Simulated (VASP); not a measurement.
# Mg (I4/mmm) in VASP: notebook

Mg is run at these levels: PBE; tasks: single point.

Everything below comes from runs of VASP 6.6.1. Logs are shortened: lines on timing, memory, paths and dates and some standing lists are left out, and cuts for length are marked.

### 1 The cell of the first run

Symmetry: I4/mmm, No. 139, tetragonal system. Conventional cell: a = 3.545 Å, b = 3.545 Å, c = 3.950 Å, α = 90.00°, β = 90.00°, γ = 90.00°. Mg (site symmetry 4/mmm) has 14 Mg at 3.19 to 3.95 Å within 4.2 Å.

### 2 Single point, PBE (24.81 Å³/atom)

File INCAR:

```
SYSTEM = Mg
ALGO = Fast
EDIFF = 1E-7
ENCUT = 520
GGA = PE
ISIF = 2
ISMEAR = 0
LASPH = .True.
LCHARG = .True.
LELF = .True.
LREAL = .False.
LVHAR = .True.
LWAVE = .False.
NBANDS = 7
NELM = 60
PREC = Accurate
SIGMA = 0.15
```

File KPOINTS:

```
k-points
0
Gamma
  20 20 20
  0 0 0
```

File POSCAR:

```
Mg
1.0
   -1.7724080398      1.7724080398      1.9748170379
    1.7724080398     -1.7724080398      1.9748170379
    1.7724080398      1.7724080398     -1.9748170379
Mg
1
Direct
    0.0000000000      0.0000000000      0.0000000000
```

Potentials or basis: VASP PAW PBE potentials, release 64 (Mg).

Run with:

```bash
$ cat potpaw_PBE.64/Mg/POTCAR > POTCAR
$ mpirun -np 1 vasp_std > vasp.out
```

OUTCAR:

```text
SYSTEM = Mg
   EDIFF = 1E-7
   ENCUT = 520
   GGA = PE
   ISIF = 2
   ISMEAR = 0
   LASPH = .True.
   LREAL = .False.
   NELM = 60
   PREC = Accurate

 ion  position               nearest neighbor table
   1  0.000  0.000  0.000-

  LATTYP: Found a body centered tetragonal cell.
 ALAT       =     3.5448160796
 C/A-ratio  =     1.1142000000

  Lattice vectors:

 A1 = (  -1.7724080398,   1.7724080398,   1.9748170379)
 A2 = (   1.7724080398,  -1.7724080398,   1.9748170379)
 A3 = (   1.7724080398,   1.7724080398,  -1.9748170379)

Analysis of symmetry for initial positions (statically):
=====================================================================
 Subroutine PRICEL returns:
 Original cell was already a primitive cell.

 Routine SETGRP: Setting up the symmetry group for a
 body centered tetragonal supercell.

 Subroutine GETGRP returns: Found 16 space group operations
 (whereof 16 operations were pure point group operations)
 out of a pool of 16 trial point group operations.

The static configuration has the point symmetry D_4h.

Analysis of symmetry for dynamics (positions and initial velocities):
=====================================================================
 Subroutine PRICEL returns:
 Original cell was already a primitive cell.

 Routine SETGRP: Setting up the symmetry group for a
 body centered tetragonal supercell.

 Subroutine GETGRP returns: Found 16 space group operations
 (whereof 16 operations were pure point group operations)
 out of a pool of 16 trial point group operations.

The dynamic configuration has the point symmetry D_4h.

 Subroutine INISYM returns: Found 16 space group operations
 (whereof 16 operations are pure point group operations),
 and found     1 'primitive' translations

----------------------------------------------------------------------------------------

                                     Primitive cell

  volume of cell :      24.8150

  direct lattice vectors                    reciprocal lattice vectors
    -1.772408040  1.772408040  1.974817038     0.000000000  0.282102083  0.253188012
     1.772408040 -1.772408040  1.974817038     0.282102083  0.000000000  0.253188012
     1.772408040  1.772408040 -1.974817038     0.282102083  0.282102083  0.000000000

  length of vectors
     3.191044163  3.191044163  3.191044163     0.379059039  0.379059039  0.398952592

  position of ions in fractional coordinates (direct lattice)
     0.000000000  0.000000000  0.000000000

  ion indices of the primitive-cell ions
   primitive index   ion index
                 1           1

----------------------------------------------------------------------------------------

 KPOINTS: k-points

Automatic generation of k-mesh.
 Grid dimensions read from file:
 generate k-points for:   20   20   20

 Generating k-lattice:

  Cartesian coordinates                     Fractional coordinates (reciprocal lattice)
     0.000000000  0.014105104  0.012659401     0.050000000 -0.000000000  0.000000000
     0.014105104  0.000000000  0.012659401    -0.000000000  0.050000000  0.000000000
     0.014105104  0.014105104  0.000000000     0.000000000  0.000000000  0.050000000

  Length of vectors
     0.018952952  0.018952952  0.019947630

  Shift w.r.t. Gamma in fractional coordinates (k-lattice)
     0.000000000  0.000000000  0.000000000

 Subroutine IBZKPT returns following result:
 ===========================================

 Found    641 irreducible k-points:

 Following reciprocal coordinates:
            Coordinates               Weight
  0.000000  0.000000  0.000000      1.000000
  0.050000  0.000000  0.000000      8.000000
  0.100000 -0.000000  0.000000      8.000000
  0.150000 -0.000000  0.000000      8.000000
  0.200000 -0.000000  0.000000      8.000000
  0.250000 -0.000000  0.000000      8.000000
[... 16 lines left out ...]
 -0.400000  0.050000 -0.000000     16.000000
 -0.350000  0.050000 -0.000000     16.000000
 [... further k-points ...]
   k-points           NKPTS =    641   k-points in BZ     NKDIM =    641   number of bands    NBANDS=      7
   number of dos      NEDOS =    301   number of ions     NIONS =      1
   total plane-waves  NPLWV =  13824
   dimension x,y,z NGX =    24 NGY =   24 NGZ =   24
   dimension x,y,z NGXF=    48 NGYF=   48 NGZF=   48
   ions per type =               1
   NGX,Y,Z   is equivalent  to a cutoff of  12.50, 12.50, 12.50 a.u.
   NGXF,Y,Z  is equivalent  to a cutoff of  25.01, 25.01, 25.01 a.u.
 SYSTEM =  Mg
   PREC   = accura    normal or accurate (medium, high low for compatibility)
   ISTART =      0    job   : 0-new  1-cont  2-samecut
   ICHARG =      2    charge: 1-file 2-atom 10-const
   ISPIN  =      1    spin polarized calculation?
   LNONCOLLINEAR =      F non collinear calculations
   LSORBIT =      F    spin-orbit coupling
   LASPH  =      T    aspherical Exc in radial PAW
   ENCUT  =  520.0 eV  38.22 Ry    6.18 a.u.   5.93  5.93  5.93*2*pi/ulx,y,z
   NELM   =     60;   NELMIN=  2; NELMDL= -5     # of ELM steps
   EDIFF  = 0.1E-06   stopping-criterion for ELM
   LREAL  =      F    real-space projection
   EDIFFG = 0.1E-05   stopping-criterion for IOM
   NSW    =      0    number of steps for IOM
   IBRION =     -1    ionic relax: 0-MD 1-quasi-New 2-CG
   NFREE  =      0    steps in history (QN), initial steepest desc. (CG)
   ISIF   =      2    stress and relaxation
   ISYM   =      2    0-nonsym 1-usesym 2-fastsym
   POTIM  = 0.5000    time-step for ionic-motion
   TEBEG  =    0.0;   TEEND  =   0.0 temperature during run
   PSTRESS=    0.0 pullay stress
   NELECT =       2.0000    total number of electrons
   NUPDOWN=      -1.0000    fix difference up-down
   EMIN   =  10.00;   EMAX   =-10.00  energy-range for DOS
   EFERMI =   0.00;   METHOD = LEGACY
   ISMEAR =     0;   SIGMA  =   0.15  broadening in eV -4-tet -1-fermi 0-gaus
   EFERMI_NEDOS =   21; number of points for ismear=-14 and -15
   IALGO  =     68    algorithm
   IMIX   =      4    mixing-type and parameters
     AMIX     =   0.40;   BMIX     =  1.00
     AMIX_MAG =   1.60;   BMIX_MAG =  1.00
  volume/ion in A,a.u.               =      24.81       167.46
  Fermi-wavevector in a.u.,A,eV,Ry     =   0.707153  1.336325  6.803803  0.500065
  Thomas-Fermi vector in A             =   1.793125
   LORBIT       =      0    0 simple, 1 ext, 2 COOP (PROOUT), +10 PAW based schemes
   GGA     = PE    functional components
   LHFCALC =     F    Hartree Fock is set to
   AEXX    =    0.0000 exact exchange contribution
   IVDW    =     0    specifies the selected vdW correction
   LEPSILON=     F    determine dielectric tensor
   LRPA    =     F    only Hartree local field effects (RPA)
 non-spin polarized calculation
 RMM-DIIS sequential band-by-band and
 Gauss-broadening in eV      SIGMA  =   0.15
  energy-cutoff  :      520.00
  volume of cell :       24.81
 maximum number of plane-waves:       692
   NGX = 11   NGY = 11   NGZ = 11

 number of electron       2.0000000 magnetization

 Free energy of the ion-electron system (eV)
  ---------------------------------------------------
  ext. energy  EPLUGINS =         0.00000000
  ---------------------------------------------------
  free energy    TOTEN  =        -1.46728341 eV

  energy without entropy =       -1.46215237  energy(sigma->0) =       -1.46471789

 E-fermi :   2.2613     XC(G=0):  -8.2563

 val. band max:        2.2572386359   @ k =  -0.2000   0.5000   0.1000
 cond. band min:       2.2638870261   @ k =  -0.3000   0.5000   0.2500
 fundamental gap:      0.0066483902
 Fermi energy:         2.2613155287

 k-point     1 :       0.0000    0.0000    0.0000
  band No.  band energies     occupation
      1      -4.3605      2.00000
      2      14.2353      0.00000
      3      14.2353      0.00000
      4      15.6591      0.00000
      5      15.8383      0.00000
      6      16.1700      0.00000
      7      16.1891      0.00000

 k-point     2 :       0.0500    0.0000    0.0000
  band No.  band energies     occupation
      1      -4.3063      2.00000
      2      13.4719      0.00000
      3      13.9774      0.00000
      4      15.1394      0.00000
      5      15.7875      0.00000
      6      15.9683      0.00000
      7      16.4201      0.00000

 k-point     3 :       0.1000   -0.0000    0.0000
  band No.  band energies     occupation
      1      -4.1439      2.00000
      2      11.9649      0.00000
      3      13.4688      0.00000
      4      14.6888      0.00000
      5      15.1158      0.00000
      6      16.0587      0.00000
      7      16.4898      0.00000

 k-point     4 :       0.1500   -0.0000    0.0000
  band No.  band energies     occupation
      1      -3.8737      2.00000
      2      10.3566      0.00000
      3      12.9441      0.00000
      4      14.2640      0.00000
      5      14.3952      0.00000
      6      15.7575      0.00000
      7      16.4966      0.00000

 k-point     5 :       0.2000   -0.0000    0.0000
  band No.  band energies     occupation
      1      -3.4966      2.00000
      2       8.7786      0.00000
      3      12.4720      0.00000
      4      13.7204      0.00000
      5      13.8546      0.00000
      6      15.2688      0.00000
      7      16.5522      0.00000
[... 161 lines left out ...]
 k-point    22 :      -0.4500    0.0500   -0.0000
  band No.  band energies     occupation
      1      -0.4268      2.00000
      2       2.5900      0.00194
      3      10.6214      0.00000
      4      11.4366      0.00000
      5      13.2764      0.00000
      6      14.0805      0.00000
      7      17.4102      0.00000

 k-point    23 :      -0.4000    0.0500   -0.0000
  band No.  band energies     occupation
      1      -1.2695      2.00000
      2       3.8023      0.00000
      3      10.8926      0.00000
      4      11.5298      0.00000
      5      13.5330      0.00000
      6      14.1384      0.00000
      7      16.9054      0.00000

 k-point    24 :      -0.3500    0.0500   -0.0000
  band No.  band energies     occupation
      1      -2.0146      2.00000
      2       5.1059      0.00000
      3      11.2480      0.00000
      4      11.7239      0.00000
      5      13.8545      0.00000
      6      14.2779      0.00000
      7      16.5205      0.00000

 [... further k-points ...]
[... 5 lines left out ...]
  --------------------------------------------------------------------------------------
  -------------------------------------------------------------------------------------
  Total       -0.4137245     -0.4137245     -0.2998028      0.0000000      0.0000000      0.0000000
  in kB      -26.7120668    -26.7120668    -19.3567289      0.0000000      0.0000000      0.0000000
  external PRESSURE =     -24.2602875 kB  Pullay stress =       0.0000000 kB

 VOLUME and BASIS-vectors are now :
 -----------------------------------------------------------------------------
  energy-cutoff  :      520.00
  volume of cell :       24.81
      direct lattice vectors                 reciprocal lattice vectors
    -1.772408040  1.772408040  1.974817038     0.000000000  0.282102083  0.253188012
     1.772408040 -1.772408040  1.974817038     0.282102083  0.000000000  0.253188012
     1.772408040  1.772408040 -1.974817038     0.282102083  0.282102083  0.000000000

 POSITION                                       TOTAL-FORCE (eV/Angst)
 -----------------------------------------------------------------------------------
      0.00000      0.00000      0.00000         0.000000      0.000000      0.000000
 -----------------------------------------------------------------------------------
    total drift:                                0.000000      0.000000      0.000000

  FREE ENERGIE OF THE ION-ELECTRON SYSTEM (eV)
  ---------------------------------------------------
  free  energy   TOTEN  =        -1.4672834113 eV

  energy  without entropy=       -1.4621523703  energy(sigma->0) =       -1.46471789
```

It took 19 s on 1 thread of Intel Xeon 6975P-C (Granite Rapids), shared host; peak memory 0.23 GiB.

Results:

| Quantity | Value |
| --- | --- |
| Free energy | -1.4673 eV |
| Pressure | -2.4 GPa |
| Band gap on the k mesh | zero (bands 1 and 2 overlap by 3.53 eV) |

### 3 Single point, PBE (24.81 Å³/atom)

File INCAR:

```
ALGO = Normal
EDIFF = 1E-6
ENCUT = 520
GGA = PE
ISIF = 2
ISMEAR = 0
LASPH = T
LCHARG = F
LREAL = F
LWAVE = F
NBANDS = 7
NELM = 60
PREC = Accurate
SIGMA = 0.15
```

File KPOINTS:

```
k-points
0
Gamma
  20 20 20
```

File POSCAR:

```
Mg
1.0
   -1.9217536856      1.9217536856      1.6798048966
    1.9217536856     -1.9217536856      1.6798048966
    1.9217536856      1.9217536856     -1.6798048966
Mg
1
Direct
    0.0000000000      0.0000000000      0.0000000000
```

Potentials or basis: VASP PAW PBE potentials, release 64 (Mg).

Run with:

```bash
$ cat potpaw_PBE.64/Mg/POTCAR > POTCAR
$ mpirun -np 1 vasp_std > vasp.out
```

Run time: 17 s. Hardware: 1 thread of Intel Xeon 6975P-C (Granite Rapids), shared host; peak memory 0.23 GiB.

The run converged. Its results:

```
Free energy            : -1.4641 eV
Pressure               : -2.3 GPa
Band gap on the k mesh : zero (bands 1 and 2 overlap by 4.36 eV)
```

Stress tensor (GPa, compression positive):
```
-2.42  0.00  0.00
 0.00 -2.42  0.00
 0.00  0.00 -2.02
```

Levels at points of the mesh, in eV from the Fermi level:
| k point | band 1 | band 2 | band 3 | band 4 | band 5 |
| --- | --- | --- | --- | --- | --- |
| (0.00, 0.00, 0.00) | -6.61 | 10.92 | 12.82 | 12.82 | 13.04 |
| (0.50, 0.00, 0.00) | -1.14 | -0.55 | 7.72 | 8.19 | 8.97 |
| (0.50, 0.50, 0.00) | -1.70 | -1.52 | 10.06 | 10.36 | 11.53 |
| (0.50, 0.50, 0.50) | 2.72 | 2.72 | 3.41 | 3.84 | 5.81 |

### 4 Single point, PBE (24.82 Å³/atom)

File INCAR:

```
SYSTEM = Mg
  PREC = Accurate
  ENCUT = 520
  EDIFF = 1E-6
  ISMEAR = 0
  SIGMA = 0.15
  LREAL = .False.
  LASPH = .True.
  NELM = 100
  ALGO = Fast
  ISIF = 2
  LWAVE = .False.
  LCHARG = .False.
  GGA = PE
  NBANDS = 7
```

File KPOINTS:

```
Automatic mesh
0
Gamma
  20 20 20
  0 0 0
```

File POSCAR:

```
Mg
1.0
   -1.9609699127      1.9609699127      1.6132899471
    1.9609699127     -1.9609699127      1.6132899471
    1.9609699127      1.9609699127     -1.6132899471
Mg
1
Direct
    0.0000000000      0.0000000000      0.0000000000
```

Run with:

```bash
$ cat potpaw_PBE.64/Mg/POTCAR > POTCAR
$ mpirun -np 1 vasp_std > vasp.out
```

It took 17 s on 1 thread of Intel Xeon 6975P-C (Granite Rapids), shared host; peak memory 0.23 GiB.

It converged, with:

```yaml
Free_energy: -1.4593 eV
Pressure: -2.0 GPa
Band_gap_on_the_k_mesh: zero (bands 1 and 2 overlap by 4.25 eV)
```

Stress tensor (GPa, compression positive):
```
-2.51  0.00  0.00
 0.00 -2.51  0.00
 0.00  0.00 -1.03
```

Levels at points of the mesh, in eV from the Fermi level:
| k point | band 1 | band 2 | band 3 | band 4 |
| --- | --- | --- | --- | --- |
| (0.00, 0.00, 0.00) | -6.60 | 10.27 | 12.08 | 12.08 |
| (0.50, 0.00, 0.00) | -1.00 | -0.32 | 7.50 | 8.02 |
| (0.50, 0.50, 0.00) | -1.82 | -1.78 | 10.99 | 11.26 |
| (0.50, 0.50, 0.50) | 2.34 | 2.34 | 3.19 | 3.46 |

### 5 Summary

| cell | gap on the mesh (eV) | pressure (GPa) |
| --- | --- | --- |
| a = 3.191 Å, angles 112.5, 112.5, 103.5°, 1 atom | none | -2.4 |
| a = 3.195 Å, angles 106.0, 106.0, 116.6°, 1 atom | none | -2.3 |
| a = 3.208 Å, angles 104.6, 104.6, 119.6°, 1 atom | none | -2.0 |

Alike in all rows: task single point; level PBE; potentials or basis VASP PAW PBE potentials, release 64 (Mg); no spin polarisation; k mesh 20 × 20 × 20; cutoff (eV) 520; smearing gaussian 0.15 eV.

Total energies depend on the potentials used, so only differences within one code and one set of settings carry meaning.
